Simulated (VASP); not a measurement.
# NbIn2Se3 (P-3m1) in VASP: a series of runs

Runs on NbIn2Se3. Level: PBE. Tasks: single point.

Everything below comes from runs of VASP 6.6.1. Logs are shortened: lines on timing, memory, paths and dates and some standing lists are left out, and cuts for length are marked.

### 1 The cell of the first run

The structure is trigonal, space group P-3m1 (No. 164). Conventional cell: a = 3.652 Å, b = 3.652 Å, c = 13.727 Å, α = 90.00°, β = 90.00°, γ = 120.00°. Nb (site symmetry -3m) has 6 Se at 2.65 Å within 3.5 Å. In (site symmetry 3m) has 6 Se at 2.89 to 3.91 Å and 6 In at 3.65 Å within 4.0 Å. Within 3.5 Å of Se (site symmetry 3m) lie 3 Nb at 2.65 Å. Se (site symmetry -3m) has 6 In at 2.89 Å and 6 Se at 3.65 Å within 3.8 Å.

### 2 Single point, PBE

INCAR

```
SYSTEM = NbIn2Se3
PREC = Accurate
ENCUT = 520
EDIFF = 1E-6
ISMEAR = 0
SIGMA = 0.1
LREAL = .FALSE.
LASPH = .TRUE.
NELM = 100
ALGO = Normal
ISIF = 2
LWAVE = .FALSE.
LCHARG = .FALSE.
GGA = PE
NBANDS = 38
```

KPOINTS

```
regular mesh
0
G
  12 12 4
  0 0 0
```

POSCAR

```
NbIn2Se3
1.0
    3.6522025135      0.0000000000      0.0000000000
   -1.8261012568      3.1629001565      0.0000000000
    0.0000000000      0.0000000000     13.7271348017
Nb In Se
1 2 3
Direct
    0.0000000000      0.0000000000      0.5000000000
    0.3333333333      0.6666666667      0.1436276237
    0.6666666667      0.3333333333      0.8563723763
    0.3333333333      0.6666666667      0.6168513329
    0.6666666667      0.3333333333      0.3831486671
    0.0000000000      0.0000000000      0.0000000000
```

Potentials or basis: VASP PAW PBE potentials, release 64 (Nb_sv, In_d, Se).

Run with:

```
cat potpaw_PBE.64/Nb_sv/POTCAR potpaw_PBE.64/In_d/POTCAR potpaw_PBE.64/Se/POTCAR > POTCAR
mpirun -np 1 vasp_std > vasp.out
```

OUTCAR:

```text
SYSTEM = NbIn2Se3
   PREC = Accurate
   ENCUT = 520
   EDIFF = 1E-6
   ISMEAR = 0
   LREAL = .FALSE.
   LASPH = .TRUE.
   NELM = 100
   ISIF = 2
   GGA = PE

 ion  position               nearest neighbor table
   1  0.000  0.000  0.500-   4 2.65   5 2.65   5 2.65   4 2.65   5 2.65   4 2.65
   2  0.333  0.667  0.144-   6 2.89   6 2.89   6 2.89
   3  0.667  0.333  0.856-   6 2.89   6 2.89   6 2.89
   4  0.333  0.667  0.617-   1 2.65   1 2.65   1 2.65
   5  0.667  0.333  0.383-   1 2.65   1 2.65   1 2.65
   6  0.000  0.000  0.000-   2 2.89   3 2.89   3 2.89   2 2.89   3 2.89   2 2.89

  LATTYP: Found a hexagonal cell.
 ALAT       =     3.6522025135
 C/A-ratio  =     3.7585908095

  Lattice vectors:

 A1 = (   3.6522025135,   0.0000000000,   0.0000000000)
 A2 = (  -1.8261012568,   3.1629001565,   0.0000000000)
 A3 = (   0.0000000000,   0.0000000000,  13.7271348017)

Analysis of symmetry for initial positions (statically):
=====================================================================
 Subroutine PRICEL returns:
 Original cell was already a primitive cell.

 Routine SETGRP: Setting up the symmetry group for a
 hexagonal supercell.

 Subroutine GETGRP returns: Found 12 space group operations
 (whereof 12 operations were pure point group operations)
 out of a pool of 24 trial point group operations.

The static configuration has the point symmetry D_3d.

Analysis of symmetry for dynamics (positions and initial velocities):
=====================================================================
 Subroutine PRICEL returns:
 Original cell was already a primitive cell.

 Routine SETGRP: Setting up the symmetry group for a
 hexagonal supercell.

 Subroutine GETGRP returns: Found 12 space group operations
 (whereof 12 operations were pure point group operations)
 out of a pool of 24 trial point group operations.

The dynamic configuration has the point symmetry D_3d.

 Subroutine INISYM returns: Found 12 space group operations
 (whereof 12 operations are pure point group operations),
 and found     1 'primitive' translations

----------------------------------------------------------------------------------------

                                     Primitive cell

  volume of cell :     158.5697

  direct lattice vectors                    reciprocal lattice vectors
     3.652202513  0.000000000  0.000000000     0.273807380  0.158082764  0.000000000
    -1.826101257  3.162900157  0.000000000     0.000000000  0.316165529  0.000000000
     0.000000000  0.000000000 13.727134802     0.000000000  0.000000000  0.072848414

  length of vectors
     3.652202513  3.652202514 13.727134802     0.316165529  0.316165529  0.072848414

  position of ions in fractional coordinates (direct lattice)
     0.000000000  0.000000000  0.500000000
     0.333333333  0.666666667  0.143627624
     0.666666667  0.333333333  0.856372376
     0.333333333  0.666666667  0.616851333
     0.666666667  0.333333333  0.383148667
     0.000000000  0.000000000  0.000000000

  ion indices of the primitive-cell ions
   primitive index   ion index
                 1           1
                 2           2
                 3           3
                 4           4
                 5           5
                 6           6

----------------------------------------------------------------------------------------

 KPOINTS: regular mesh

Automatic generation of k-mesh.
 Grid dimensions read from file:
 generate k-points for:   12   12    4

 Generating k-lattice:

  Cartesian coordinates                     Fractional coordinates (reciprocal lattice)
     0.022817282  0.013173564  0.000000000     0.083333333 -0.000000000  0.000000000
     0.000000000  0.026347127  0.000000000     0.000000000  0.083333333  0.000000000
     0.000000000  0.000000000  0.018212104     0.000000000  0.000000000  0.250000000

  Length of vectors
     0.026347127  0.026347127  0.018212104

  Shift w.r.t. Gamma in fractional coordinates (k-lattice)
     0.000000000  0.000000000  0.000000000

 Subroutine IBZKPT returns following result:
 ===========================================

 Found     69 irreducible k-points:

 Following reciprocal coordinates:
            Coordinates               Weight
  0.000000  0.000000  0.000000      1.000000
  0.083333  0.000000  0.000000      6.000000
  0.166667  0.000000  0.000000      6.000000
  0.250000  0.000000  0.000000      6.000000
  0.333333  0.000000  0.000000      6.000000
  0.416667  0.000000  0.000000      6.000000
[... 16 lines left out ...]
  0.166667  0.000000  0.250000      6.000000
  0.000000  0.166667  0.250000      6.000000
 [... further k-points ...]
   k-points           NKPTS =     69   k-points in BZ     NKDIM =     69   number of bands    NBANDS=     38
   number of dos      NEDOS =    301   number of ions     NIONS =      6
   total plane-waves  NPLWV =  84672
   dimension x,y,z NGX =    28 NGY =   28 NGZ =  108
   dimension x,y,z NGXF=    56 NGYF=   56 NGZF=  216
   ions per type =               1   2   3
   NGX,Y,Z   is equivalent  to a cutoff of  12.75, 12.75, 13.08 a.u.
   NGXF,Y,Z  is equivalent  to a cutoff of  25.49, 25.49, 26.16 a.u.
 SYSTEM =  NbIn2Se3
   PREC   = accura    normal or accurate (medium, high low for compatibility)
   ISTART =      0    job   : 0-new  1-cont  2-samecut
   ICHARG =      2    charge: 1-file 2-atom 10-const
   ISPIN  =      1    spin polarized calculation?
   LNONCOLLINEAR =      F non collinear calculations
   LSORBIT =      F    spin-orbit coupling
   LASPH  =      T    aspherical Exc in radial PAW
   ENCUT  =  520.0 eV  38.22 Ry    6.18 a.u.   6.79  6.79 25.52*2*pi/ulx,y,z
   NELM   =    100;   NELMIN=  2; NELMDL= -5     # of ELM steps
   EDIFF  = 0.1E-05   stopping-criterion for ELM
   LREAL  =      F    real-space projection
   EDIFFG = 0.1E-04   stopping-criterion for IOM
   NSW    =      0    number of steps for IOM
   IBRION =     -1    ionic relax: 0-MD 1-quasi-New 2-CG
   NFREE  =      0    steps in history (QN), initial steepest desc. (CG)
   ISIF   =      2    stress and relaxation
   ISYM   =      2    0-nonsym 1-usesym 2-fastsym
   POTIM  = 0.5000    time-step for ionic-motion
   TEBEG  =    0.0;   TEEND  =   0.0 temperature during run
   PSTRESS=    0.0 pullay stress
   NELECT =      57.0000    total number of electrons
   NUPDOWN=      -1.0000    fix difference up-down
   EMIN   =  10.00;   EMAX   =-10.00  energy-range for DOS
   EFERMI =   0.00;   METHOD = LEGACY
   ISMEAR =     0;   SIGMA  =   0.10  broadening in eV -4-tet -1-fermi 0-gaus
   EFERMI_NEDOS =   21; number of points for ismear=-14 and -15
   IALGO  =     38    algorithm
   IMIX   =      4    mixing-type and parameters
     AMIX     =   0.40;   BMIX     =  1.00
     AMIX_MAG =   1.60;   BMIX_MAG =  1.00
  volume/ion in A,a.u.               =      26.43       178.35
  Fermi-wavevector in a.u.,A,eV,Ry     =   1.164018  2.199675 18.435050  1.354938
  Thomas-Fermi vector in A             =   2.300561
   LORBIT       =      0    0 simple, 1 ext, 2 COOP (PROOUT), +10 PAW based schemes
   GGA     = PE    functional components
   LHFCALC =     F    Hartree Fock is set to
   AEXX    =    0.0000 exact exchange contribution
   IVDW    =     0    specifies the selected vdW correction
   LEPSILON=     F    determine dielectric tensor
   LRPA    =     F    only Hartree local field effects (RPA)
 non-spin polarized calculation
 Gauss-broadening in eV      SIGMA  =   0.10
  energy-cutoff  :      520.00
  volume of cell :      158.57
 maximum number of plane-waves:      4296
   NGX = 13   NGY = 13   NGZ = 51

 number of electron      56.9999996 magnetization

 Free energy of the ion-electron system (eV)
  ---------------------------------------------------
  ext. energy  EPLUGINS =         0.00000000
  ---------------------------------------------------
  free energy    TOTEN  =       -28.71027255 eV

  energy without entropy =      -28.69702473  energy(sigma->0) =      -28.70364864

 E-fermi :   4.9933     XC(G=0):  -9.5592

 val. band max:        4.9889145388   @ k =   0.0833   0.0000   0.0000
 cond. band min:       5.0017610702   @ k =   0.0000   0.0833   0.2500
 fundamental gap:      0.0128465314
 Fermi energy:         4.9932818966

 k-point     1 :       0.0000    0.0000    0.0000
  band No.  band energies     occupation
      1     -50.9026      2.00000
      2     -26.9152      2.00000
      3     -26.9152      2.00000
      4     -26.8657      2.00000
      5      -9.1384      2.00000
      6      -9.1383      2.00000
[... 30 lines left out ...]
     37      11.0657      0.00000
     38      11.4753      0.00000

 k-point     2 :       0.0833    0.0000    0.0000
  band No.  band energies     occupation
      1     -50.9019      2.00000
      2     -26.9251      2.00000
      3     -26.9175      2.00000
      4     -26.8635      2.00000
      5      -9.1644      2.00000
      6      -9.1350      2.00000
[... 30 lines left out ...]
     37      10.7523      0.00000
     38      11.4786      0.00000

 k-point     3 :       0.1667    0.0000    0.0000
  band No.  band energies     occupation
      1     -50.9000      2.00000
      2     -26.9521      2.00000
      3     -26.9236      2.00000
      4     -26.8577      2.00000
      5      -9.2183      2.00000
      6      -9.1453      2.00000
[... 30 lines left out ...]
     37      11.2095      0.00000
     38      11.2328      0.00000

 k-point     4 :       0.2500    0.0000    0.0000
  band No.  band energies     occupation
      1     -50.8975      2.00000
      2     -26.9887      2.00000
      3     -26.9319      2.00000
      4     -26.8496      2.00000
      5      -9.2808      2.00000
      6      -9.1611      2.00000
[... 30 lines left out ...]
     37      10.6228      0.00000
     38      10.6348      0.00000
[... 703 lines left out ...]
      4     -26.8635      2.00000
      5      -9.1641      2.00000
      6      -9.1350      2.00000
[... 30 lines left out ...]
     37      10.7856      0.00000
     38      11.4883      0.00000

 k-point    23 :       0.1667    0.0000    0.2500
  band No.  band energies     occupation
      1     -50.9000      2.00000
      2     -26.9521      2.00000
      3     -26.9236      2.00000
      4     -26.8577      2.00000
      5      -9.2183      2.00000
      6      -9.1453      2.00000
[... 30 lines left out ...]
     37      11.1530      0.00000
     38      11.2257      0.00000

 k-point    24 :       0.0000    0.1667    0.2500
  band No.  band energies     occupation
      1     -50.9000      2.00000
      2     -26.9521      2.00000
      3     -26.9236      2.00000
      4     -26.8577      2.00000
      5      -9.2183      2.00000
      6      -9.1452      2.00000
[... 30 lines left out ...]
     37      11.0308      0.00000
     38      11.2146      0.00000

 [... further k-points ...]

------------------------ aborting loop because EDIFF is reached ----------------------------------------

  FORCE on cell =-STRESS in cart. coord.  units (eV):
  Direction    XX          YY          ZZ          XY          YZ          ZX
  --------------------------------------------------------------------------------------
  -------------------------------------------------------------------------------------
  Total       -0.0147918     -0.0147918      0.0001907      0.0000000      0.0000000     -0.0000000
  in kB       -0.1494551     -0.1494551      0.0019270      0.0000000      0.0000000     -0.0000000
  external PRESSURE =      -0.0989944 kB  Pullay stress =       0.0000000 kB

 VOLUME and BASIS-vectors are now :
 -----------------------------------------------------------------------------
  energy-cutoff  :      520.00
  volume of cell :      158.57
      direct lattice vectors                 reciprocal lattice vectors
     3.652202513  0.000000000  0.000000000     0.273807380  0.158082764  0.000000000
    -1.826101257  3.162900157  0.000000000     0.000000000  0.316165529  0.000000000
     0.000000000  0.000000000 13.727134802     0.000000000  0.000000000  0.072848414

 POSITION                                       TOTAL-FORCE (eV/Angst)
 -----------------------------------------------------------------------------------
      0.00000      0.00000      6.86357        -0.000000      0.000000      0.000000
     -0.00000      2.10860      1.97160        -0.000000      0.000000      0.007726
      1.82610      1.05430     11.75554        -0.000000     -0.000000     -0.007726
     -0.00000      2.10860      8.46760         0.000000      0.000000     -0.000274
      1.82610      1.05430      5.25953        -0.000000      0.000000      0.000274
      0.00000      0.00000      0.00000        -0.000000      0.000000      0.000000
 -----------------------------------------------------------------------------------
    total drift:                                0.000000      0.000000      0.000000

  FREE ENERGIE OF THE ION-ELECTRON SYSTEM (eV)
  ---------------------------------------------------
  free  energy   TOTEN  =       -28.7102725484 eV

  energy  without entropy=      -28.6970247296  energy(sigma->0) =      -28.70364864
```

Wall time 3.9 min (1 thread of Intel Xeon 6975P-C (Granite Rapids), shared host); peak memory 0.53 GiB.

What came out:

```yaml
Free_energy: -28.7103 eV
Pressure: 0.0 GPa
Largest_force: 0.008 eV/Å
Band_gap_on_the_k_mesh: zero (an odd number of electrons rules out a gap without spin polarisation)
```

Forces on the atoms (eV/Å):
```
Nb   0.000  0.000  0.000
In   0.000  0.000  0.008
In   0.000  0.000 -0.008
Se   0.000  0.000  0.000
Se   0.000  0.000  0.000
Se   0.000  0.000  0.000
```

Caveat: spin-orbit coupling is left out, which moves the levels of the heavy elements.

(Part 1 of 2 ends here.)
